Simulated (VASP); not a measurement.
# CO2 (Pa-3) in VASP: notebook

Runs on CO2. Level: LDA. Tasks: single point, relaxation of cell and atoms.

Everything below comes from runs of VASP 6.6.1. Logs are shortened: lines on timing, memory, paths and dates and some standing lists are left out, and cuts for length are marked.

## 1. The cell of the first run

It takes space group Pa-3 (No. 205, cubic). The conventional cell has a = 5.283 Å, b = 5.283 Å, c = 5.283 Å, α = 90.00°, β = 90.00°, γ = 90.00°. Within 1.6 Å of C (site symmetry -3) lie 2 O at 1.16 Å. Within 1.6 Å of O (site symmetry 3) lie 1 C at 1.16 Å.

## 2. Single point, LDA

The input, INCAR:

```
PREC = Accurate
ENCUT = 520
EDIFF = 1E-6
ISMEAR = 0
SIGMA = 0.02
LREAL = False
LASPH = True
NELM = 60
ALGO = Normal
ISIF = 2
LWAVE = False
LCHARG = False
NBANDS = 44
```

The input, KPOINTS:

```
regular mesh
0
Gamma
  4 4 4
```

The input, POSCAR:

```
CO2
1.0
    5.2826751373      0.0000000000      0.0000000000
    0.0000000000      5.2826751373      0.0000000000
    0.0000000000      0.0000000000      5.2826751373
C O
4 8
Direct
    0.0000000000      0.0000000000      0.0000000000
    0.5000000000      0.0000000000      0.5000000000
    0.5000000000      0.5000000000      0.0000000000
    0.0000000000      0.5000000000      0.5000000000
    0.1268014761      0.1268014761      0.1268014761
    0.3731985239      0.8731985239      0.6268014761
    0.6268014761      0.3731985239      0.8731985239
    0.8731985239      0.6268014761      0.3731985239
    0.8731985239      0.8731985239      0.8731985239
    0.6268014761      0.1268014761      0.3731985239
    0.3731985239      0.6268014761      0.1268014761
    0.1268014761      0.3731985239      0.6268014761
```

Potentials or basis: VASP PAW LDA potentials, release 64 (C, O).

On the command line:

```bash
> cat potpaw_LDA.64/C/POTCAR potpaw_LDA.64/O/POTCAR > POTCAR
> mpirun -np 1 vasp_std > vasp.out
```

OUTCAR:

```text
PREC = Accurate
   ENCUT = 520
   EDIFF = 1E-6
   ISMEAR = 0
   LREAL = False
   LASPH = True
   NELM = 60
   ISIF = 2

 ion  position               nearest neighbor table
   1  0.000  0.000  0.000-   5 1.16   9 1.16
   2  0.500  0.000  0.500-   6 1.16  10 1.16
   3  0.500  0.500  0.000-   7 1.16  11 1.16
   4  0.000  0.500  0.500-   8 1.16  12 1.16
   5  0.127  0.127  0.127-   1 1.16
   6  0.373  0.873  0.627-   2 1.16
   7  0.627  0.373  0.873-   3 1.16
   8  0.873  0.627  0.373-   4 1.16
   9  0.873  0.873  0.873-   1 1.16
  10  0.627  0.127  0.373-   2 1.16
  11  0.373  0.627  0.127-   3 1.16
  12  0.127  0.373  0.627-   4 1.16

  LATTYP: Found a simple cubic cell.
 ALAT       =     5.2826751373

  Lattice vectors:

 A1 = (   5.2826751373,   0.0000000000,   0.0000000000)
 A2 = (   0.0000000000,   5.2826751373,   0.0000000000)
 A3 = (   0.0000000000,   0.0000000000,   5.2826751373)

Analysis of symmetry for initial positions (statically):
=====================================================================
 Subroutine PRICEL returns:
 Original cell was already a primitive cell.

 Routine SETGRP: Setting up the symmetry group for a
 simple cubic supercell.

 Subroutine GETGRP returns: Found 24 space group operations
 (whereof  6 operations were pure point group operations)
 out of a pool of 48 trial point group operations.

The static configuration has the point symmetry S_6 .
 The point group associated with its full space group is T_h .

Analysis of symmetry for dynamics (positions and initial velocities):
=====================================================================
 Subroutine PRICEL returns:
 Original cell was already a primitive cell.

 Routine SETGRP: Setting up the symmetry group for a
 simple cubic supercell.

 Subroutine GETGRP returns: Found 24 space group operations
 (whereof  6 operations were pure point group operations)
 out of a pool of 48 trial point group operations.

The dynamic configuration has the point symmetry S_6 .
 The point group associated with its full space group is T_h .

 Subroutine INISYM returns: Found 24 space group operations
 (whereof  6 operations are pure point group operations),
 and found     1 'primitive' translations

----------------------------------------------------------------------------------------

                                     Primitive cell

  volume of cell :     147.4218

  direct lattice vectors                    reciprocal lattice vectors
     5.282675137  0.000000000  0.000000000     0.189298031  0.000000000  0.000000000
     0.000000000  5.282675137  0.000000000     0.000000000  0.189298031  0.000000000
     0.000000000  0.000000000  5.282675137     0.000000000  0.000000000  0.189298031

  length of vectors
     5.282675137  5.282675137  5.282675137     0.189298031  0.189298031  0.189298031

  position of ions in fractional coordinates (direct lattice)
     0.000000000  0.000000000  0.000000000
     0.500000000  0.000000000  0.500000000
     0.500000000  0.500000000  0.000000000
     0.000000000  0.500000000  0.500000000
     0.126801476  0.126801476  0.126801476
     0.373198524  0.873198524  0.626801476
     0.626801476  0.373198524  0.873198524
     0.873198524  0.626801476  0.373198524
     0.873198524  0.873198524  0.873198524
     0.626801476  0.126801476  0.373198524
     0.373198524  0.626801476  0.126801476
     0.126801476  0.373198524  0.626801476

  ion indices of the primitive-cell ions
   primitive index   ion index
                 1           1
                 2           2
                 3           3
                 4           4
                 5           5
                 6           6
                 7           7
                 8           8
                 9           9
                10          10
                11          11
                12          12

----------------------------------------------------------------------------------------

 KPOINTS: regular mesh

Automatic generation of k-mesh.
 Grid dimensions read from file:
 generate k-points for:    4    4    4

 Generating k-lattice:

  Cartesian coordinates                     Fractional coordinates (reciprocal lattice)
     0.047324508  0.000000000  0.000000000     0.250000000  0.000000000  0.000000000
     0.000000000  0.047324508  0.000000000     0.000000000  0.250000000  0.000000000
     0.000000000  0.000000000  0.047324508     0.000000000  0.000000000  0.250000000

  Length of vectors
     0.047324508  0.047324508  0.047324508

  Shift w.r.t. Gamma in fractional coordinates (k-lattice)
     0.000000000  0.000000000  0.000000000

 Subroutine IBZKPT returns following result:
 ===========================================

 Found     11 irreducible k-points:

 Following reciprocal coordinates:
            Coordinates               Weight
  0.000000  0.000000  0.000000      1.000000
  0.250000  0.000000  0.000000      6.000000
  0.500000  0.000000  0.000000      3.000000
  0.250000  0.250000  0.000000     12.000000
  0.500000  0.250000  0.000000      6.000000
 -0.250000  0.500000  0.000000      6.000000
  0.500000  0.500000  0.000000      3.000000
  0.250000  0.250000  0.250000      8.000000
  0.500000  0.250000  0.250000     12.000000
  0.500000  0.500000  0.250000      6.000000
  0.500000  0.500000  0.500000      1.000000
   k-points           NKPTS =     11   k-points in BZ     NKDIM =     11   number of bands    NBANDS=     44
   number of dos      NEDOS =    301   number of ions     NIONS =     12
   total plane-waves  NPLWV =  64000
   dimension x,y,z NGX =    40 NGY =   40 NGZ =   40
   dimension x,y,z NGXF=    80 NGYF=   80 NGZF=   80
   ions per type =               4   8
   NGX,Y,Z   is equivalent  to a cutoff of  12.59, 12.59, 12.59 a.u.
   NGXF,Y,Z  is equivalent  to a cutoff of  25.18, 25.18, 25.18 a.u.
 SYSTEM =  unknown system
   PREC   = accura    normal or accurate (medium, high low for compatibility)
   ISTART =      0    job   : 0-new  1-cont  2-samecut
   ICHARG =      2    charge: 1-file 2-atom 10-const
   ISPIN  =      1    spin polarized calculation?
   LNONCOLLINEAR =      F non collinear calculations
   LSORBIT =      F    spin-orbit coupling
   LASPH  =      T    aspherical Exc in radial PAW
   ENCUT  =  520.0 eV  38.22 Ry    6.18 a.u.   9.82  9.82  9.82*2*pi/ulx,y,z
   NELM   =     60;   NELMIN=  2; NELMDL= -5     # of ELM steps
   EDIFF  = 0.1E-05   stopping-criterion for ELM
   LREAL  =      F    real-space projection
   EDIFFG = 0.1E-04   stopping-criterion for IOM
   NSW    =      0    number of steps for IOM
   IBRION =     -1    ionic relax: 0-MD 1-quasi-New 2-CG
   NFREE  =      0    steps in history (QN), initial steepest desc. (CG)
   ISIF   =      2    stress and relaxation
   ISYM   =      2    0-nonsym 1-usesym 2-fastsym
   POTIM  = 0.5000    time-step for ionic-motion
   TEBEG  =    0.0;   TEEND  =   0.0 temperature during run
   PSTRESS=    0.0 pullay stress
   NELECT =      64.0000    total number of electrons
   NUPDOWN=      -1.0000    fix difference up-down
   EMIN   =  10.00;   EMAX   =-10.00  energy-range for DOS
   EFERMI =   0.00;   METHOD = LEGACY
   ISMEAR =     0;   SIGMA  =   0.02  broadening in eV -4-tet -1-fermi 0-gaus
   EFERMI_NEDOS =   21; number of points for ismear=-14 and -15
   IALGO  =     38    algorithm
   IMIX   =      4    mixing-type and parameters
     AMIX     =   0.40;   BMIX     =  1.00
     AMIX_MAG =   1.60;   BMIX_MAG =  1.00
  volume/ion in A,a.u.               =      12.29        82.90
  Fermi-wavevector in a.u.,A,eV,Ry     =   1.239598  2.342501 20.906761  1.536604
  Thomas-Fermi vector in A             =   2.374075
   LORBIT       =      0    0 simple, 1 ext, 2 COOP (PROOUT), +10 PAW based schemes
   GGA     = CA    functional components
   LHFCALC =     F    Hartree Fock is set to
   AEXX    =    0.0000 exact exchange contribution
   IVDW    =     0    specifies the selected vdW correction
   LEPSILON=     F    determine dielectric tensor
   LRPA    =     F    only Hartree local field effects (RPA)
 non-spin polarized calculation
 Gauss-broadening in eV      SIGMA  =   0.02
  energy-cutoff  :      520.00
  volume of cell :      147.42
 maximum number of plane-waves:      3984
   NGX = 19   NGY = 19   NGZ = 19

 number of electron      63.9999978 magnetization

 Free energy of the ion-electron system (eV)
  ---------------------------------------------------
  ext. energy  EPLUGINS =         0.00000000
  ---------------------------------------------------
  free energy    TOTEN  =       -99.65236149 eV

  energy without entropy =      -99.65236149  energy(sigma->0) =      -99.65236149

 E-fermi :  -2.5619     XC(G=0):  -9.4204

 val. band max:       -2.7243690404   @ k =   0.0000   0.0000   0.0000
 cond. band min:       4.0549787445   @ k =   0.0000   0.0000   0.0000
 fundamental gap:      6.7793477849
 Fermi energy:        -2.5618607046

 k-point     1 :       0.0000    0.0000    0.0000
  band No.  band energies     occupation
      1     -23.4379      2.00000
      2     -23.0288      2.00000
      3     -23.0288      2.00000
      4     -23.0288      2.00000
      5     -22.2145      2.00000
      6     -22.2145      2.00000
[... 36 lines left out ...]
     43       8.4759      0.00000
     44       8.4759      0.00000

 k-point     2 :       0.2500    0.0000    0.0000
  band No.  band energies     occupation
      1     -23.3845      2.00000
      2     -23.0973      2.00000
      3     -23.0286      2.00000
      4     -23.0285      2.00000
      5     -22.2093      2.00000
      6     -22.2073      2.00000
[... 36 lines left out ...]
     43       8.7877      0.00000
     44       8.7968      0.00000

 k-point     3 :       0.5000    0.0000    0.0000
  band No.  band energies     occupation
      1     -23.2482      2.00000
      2     -23.2482      2.00000
      3     -23.0282      2.00000
      4     -23.0282      2.00000
      5     -22.2023      2.00000
      6     -22.2023      2.00000
[... 36 lines left out ...]
     43       9.1916      0.00000
     44       9.1916      0.00000

 k-point     4 :       0.2500    0.2500    0.0000
  band No.  band energies     occupation
      1     -23.3368      2.00000
      2     -23.0862      2.00000
      3     -23.0861      2.00000
      4     -23.0373      2.00000
      5     -22.2058      2.00000
      6     -22.1966      2.00000
[... 271 lines left out ...]
     43       8.1338      0.00000
     44       8.1338      0.00000

 k-point    10 :       0.5000    0.5000    0.2500
  band No.  band energies     occupation
      1     -23.1346      2.00000
      2     -23.1346      2.00000
      3     -23.1346      2.00000
      4     -23.1346      2.00000
      5     -22.1873      2.00000
      6     -22.1873      2.00000
[... 36 lines left out ...]
     43       7.2468      0.00000
     44       7.2468      0.00000

 k-point    11 :       0.5000    0.5000    0.5000
  band No.  band energies     occupation
      1     -23.1303      2.00000
      2     -23.1303      2.00000
      3     -23.1303      2.00000
      4     -23.1303      2.00000
      5     -22.1920      2.00000
      6     -22.1920      2.00000
[... 36 lines left out ...]
     43       7.1728      0.00000
     44       7.1728      0.00000

------------------------ aborting loop because EDIFF is reached ----------------------------------------

  FORCE on cell =-STRESS in cart. coord.  units (eV):
  Direction    XX          YY          ZZ          XY          YZ          ZX
  --------------------------------------------------------------------------------------
  -------------------------------------------------------------------------------------
  Total        2.1081912      2.1081912      2.1081912      0.0000000      0.0000000     -0.0000000
  in kB       22.9117821     22.9117821     22.9117821      0.0000000      0.0000000     -0.0000000
  external PRESSURE =      22.9117821 kB  Pullay stress =       0.0000000 kB

 VOLUME and BASIS-vectors are now :
 -----------------------------------------------------------------------------
  energy-cutoff  :      520.00
  volume of cell :      147.42
      direct lattice vectors                 reciprocal lattice vectors
     5.282675137  0.000000000  0.000000000     0.189298031  0.000000000  0.000000000
     0.000000000  5.282675137  0.000000000     0.000000000  0.189298031  0.000000000
     0.000000000  0.000000000  5.282675137     0.000000000  0.000000000  0.189298031

 POSITION                                       TOTAL-FORCE (eV/Angst)
 -----------------------------------------------------------------------------------
      0.00000      0.00000      0.00000        -0.000000      0.000000     -0.000000
      2.64134      0.00000      2.64134        -0.000000      0.000000     -0.000000
      2.64134      2.64134      0.00000        -0.000000      0.000000     -0.000000
      0.00000      2.64134      2.64134        -0.000000      0.000000     -0.000000
      0.66985      0.66985      0.66985         0.461197      0.461197      0.461197
      1.97149      4.61282      3.31119        -0.461197     -0.461197      0.461197
      3.31119      1.97149      4.61282         0.461197     -0.461197     -0.461197
      4.61282      3.31119      1.97149        -0.461197      0.461197     -0.461197
      4.61282      4.61282      4.61282        -0.461197     -0.461197     -0.461197
      3.31119      0.66985      1.97149         0.461197      0.461197     -0.461197
      1.97149      3.31119      0.66985        -0.461197      0.461197      0.461197
      0.66985      1.97149      3.31119         0.461197     -0.461197      0.461197
 -----------------------------------------------------------------------------------
    total drift:                               -0.000000      0.000000     -0.000000

  FREE ENERGIE OF THE ION-ELECTRON SYSTEM (eV)
  ---------------------------------------------------
  free  energy   TOTEN  =       -99.6523614874 eV

  energy  without entropy=      -99.6523614874  energy(sigma->0) =      -99.65236149
```

Run time: 49 s. Hardware: 1 thread of Oxide Virtual Turin-like, shared host; peak memory 0.17 GiB.

Results:

```
Free energy            : -99.6524 eV
Pressure               : 2.3 GPa
Largest force          : 0.799 eV/Å
Band gap on the k mesh : 6.78 eV
```

Forces in eV/Å, atoms in the order of the input:
```
C    0.000  0.000  0.000
C    0.000  0.000  0.000
C    0.000  0.000  0.000
C    0.000  0.000  0.000
O    0.461  0.461  0.461
O   -0.461 -0.461  0.461
O    0.461 -0.461 -0.461
O   -0.461  0.461 -0.461
O   -0.461 -0.461 -0.461
O    0.461  0.461 -0.461
O   -0.461  0.461  0.461
O    0.461 -0.461  0.461
```

## 3. Relaxation of cell and atoms, LDA

This run uses another cell than the first one, of 15.54 Å³/atom.

The input, INCAR:

```
SYSTEM = CO2
PREC = Accurate
ENCUT = 600
EDIFF = 1E-7
ISMEAR = 0
SIGMA = 0.02
LREAL = .FALSE.
LASPH = .TRUE.
NELM = 80
ALGO = Normal
ISIF = 3
LWAVE = .FALSE.
LCHARG = .FALSE.
GGA = CA
IBRION = 2
NSW = 70
EDIFFG = -0.005
```

The input, KPOINTS:

```
regular mesh
0
G
  4 4 4
  0 0 0
```

The input, POSCAR:

```
CO2
1.0
    5.7132173136      0.0000000000      0.0000000000
    0.0000000000      5.7132173136      0.0000000000
    0.0000000000      0.0000000000      5.7132173136
C O
4 8
Direct
    0.0000000000      0.0000000000      0.0000000000
    0.5000000000      0.0000000000      0.5000000000
    0.5000000000      0.5000000000      0.0000000000
    0.0000000000      0.5000000000      0.5000000000
    0.1181218480      0.1181218480      0.1181218480
    0.3818781520      0.8818781520      0.6181218480
    0.6181218480      0.3818781520      0.8818781520
    0.8818781520      0.6181218480      0.3818781520
    0.8818781520      0.8818781520      0.8818781520
    0.6181218480      0.1181218480      0.3818781520
    0.3818781520      0.6181218480      0.1181218480
    0.1181218480      0.3818781520      0.6181218480
```

Potentials or basis: VASP PAW LDA potentials, release 64 (C, O).

On the command line:

```bash
> cat potpaw_LDA.64/C/POTCAR potpaw_LDA.64/O/POTCAR > POTCAR
> mpirun -np 1 vasp_std > vasp.out
```

It took 18 min on 1 thread of Oxide Virtual Turin-like, shared host; peak memory 0.25 GiB.

The run converged. Its results:

```
Free energy                           : -99.8531 eV
Relaxed volume                        : 11.96 Å³/atom
Relaxed cell                          : a = 5.236 Å, b = 5.236 Å, c = 5.236 Å, α = 90.00°, β = 90.00°, γ = 90.00°
Space group after relaxing (to 0.1 Å) : Pa-3 (No. 205)
Energy gained by relaxing             : 33.7 meV/atom
Ionic steps                           : 17
Pressure after relaxing               : 0.0 GPa
Largest force after relaxing          : 0.005 eV/Å
Band gap on the k mesh                : 6.76 eV
```

Forces on the atoms (eV/Å):
```
C    0.000  0.000  0.000
C    0.000  0.000  0.000
C    0.000  0.000  0.000
C    0.000  0.000  0.000
O   -0.003 -0.003 -0.003
O    0.003  0.003 -0.003
O   -0.003  0.003  0.003
O    0.003 -0.003  0.003
O    0.003  0.003  0.003
O   -0.003 -0.003  0.003
O    0.003 -0.003 -0.003
O   -0.003  0.003 -0.003
```

Step by step:
```tsv
step	energy change (eV)	largest force (eV/Å)	pressure (GPa)	volume (Å³)
1	0.0000	0.0323	-2.08	186.48
2	0.0012	1.3904	1.75	181.09
3	-0.0178	0.6550	-0.25	183.80
4	-0.0369	0.6515	-0.25	182.29
5	-0.0932	0.6466	-0.21	177.81
6	-0.1984	0.6681	0.06	169.06
7	-0.3489	0.8296	1.61	152.43
8	-0.0162	1.5967	11.64	122.52
9	-0.3306	1.4328	4.40	145.71
10	-0.3698	0.9860	3.15	144.31
11	-0.3972	0.2599	-0.38	140.22
12	-0.4025	0.0829	0.61	141.36
13	-0.4025	0.1091	0.68	141.45
14	-0.4029	0.1055	0.63	141.67
15	-0.4039	0.0948	0.50	142.32
16	-0.4046	0.0744	0.23	143.64
17	-0.4049	0.0049	-0.03	143.56
```

Final structure:
```
C O
1.0
     5.23616    0.00000    0.00000
     0.00000    5.23616    0.00000
     0.00000    0.00000    5.23616
C O
4 8
Direct
  0.00000 0.00000 0.00000
  0.50000 0.00000 0.50000
  0.50000 0.50000 0.00000
  0.00000 0.50000 0.50000
  0.12866 0.12866 0.12866
  0.37134 0.87134 0.62866
  0.62866 0.37134 0.87134
  0.87134 0.62866 0.37134
  0.87134 0.87134 0.87134
  0.62866 0.12866 0.37134
  0.37134 0.62866 0.12866
  0.12866 0.37134 0.62866
```

Levels at points of the mesh, in eV from the valence-band top:
```tsv
k point	band 28	band 29	band 30	band 31	band 32	band 33	band 34	band 35	band 36	band 37
(0.00, 0.00, 0.00)	-0.33	-0.33	-0.33	0.00	0.00	6.76	7.60	7.60	7.60	8.05
(0.50, 0.00, 0.00)	-0.63	-0.49	-0.49	-0.11	-0.11	7.51	7.51	7.87	7.87	8.25
(0.50, 0.50, 0.00)	-0.54	-0.43	-0.43	-0.43	-0.43	7.52	7.52	7.52	7.52	8.50
(0.50, 0.50, 0.50)	-0.57	-0.52	-0.52	-0.52	-0.52	7.49	7.49	7.49	7.49	8.83
```

Caveat: the volume moved by over 15 % at a fixed basis, so the end points are rough. Zero-point motion and thermal expansion aren't in these numbers.
